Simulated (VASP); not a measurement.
Wanted: the native input for a VASP 6.6.1 run.

```
Task                   : single point
Functional             : PBEsol
Potentials or basis    : VASP PAW PBE potentials, release 64 (Mg, O)
Cutoff                 : 520 eV
k mesh                 : 12 × 12 × 12
Occupations            : gaussian, width 0.02 eV
Spin                   : no spin polarisation
Dipole correction      : no
Further INCAR settings : ALGO = Normal; EDIFF = 1e-06; NBANDS = 14
```

The structure of MgO2 lies in POSCAR:

```
MgO2
1.0
    1.5645289503      0.9032812106      3.4368771738
   -1.5645289503      0.9032812106      3.4368771738
    0.0000000000     -1.8065624212      3.4368771738
Mg O
1 2
Direct
    0.0000000000      0.0000000000      0.0000000000
    0.4291373465      0.4291373465      0.4291373465
    0.5708626535      0.5708626535      0.5708626535
```

This cell differs from its parent crystal: volume scaled by 0.97, then relaxed in part.

One way to write it, as run:

INCAR

```
SYSTEM = MgO2
  PREC = Accurate
  ENCUT = 520
  EDIFF = 1E-6
  ISMEAR = 0
  SIGMA = 0.02
  LREAL = .FALSE.
  LASPH = .TRUE.
  NELM = 80
  ALGO = Normal
  ISIF = 2
  LWAVE = .FALSE.
  LCHARG = .FALSE.
  GGA = PS
  NBANDS = 14
```

KPOINTS

```
Automatic mesh
0
G
  12 12 12
  0 0 0
```

Potentials or basis: VASP PAW PBE potentials, release 64 (Mg, O).

Command:

```sh
$ cat potpaw_PBE.64/Mg/POTCAR potpaw_PBE.64/O/POTCAR > POTCAR
$ mpirun -np 1 vasp_std > vasp.out
```

Results of the run:

- Pressure: 4.1 GPa
- Largest force: 0.211 eV/Å
- Band gap on the k mesh: 2.54 eV, direct

Caveat: the PAW data sets were made with another functional, which shifts forces and pressure a little.

Run time: 42 s on 1 thread of Intel(R) Xeon(R) 6975P-C (Granite Rapids), with other jobs on the host, peak memory 0.22 GiB.
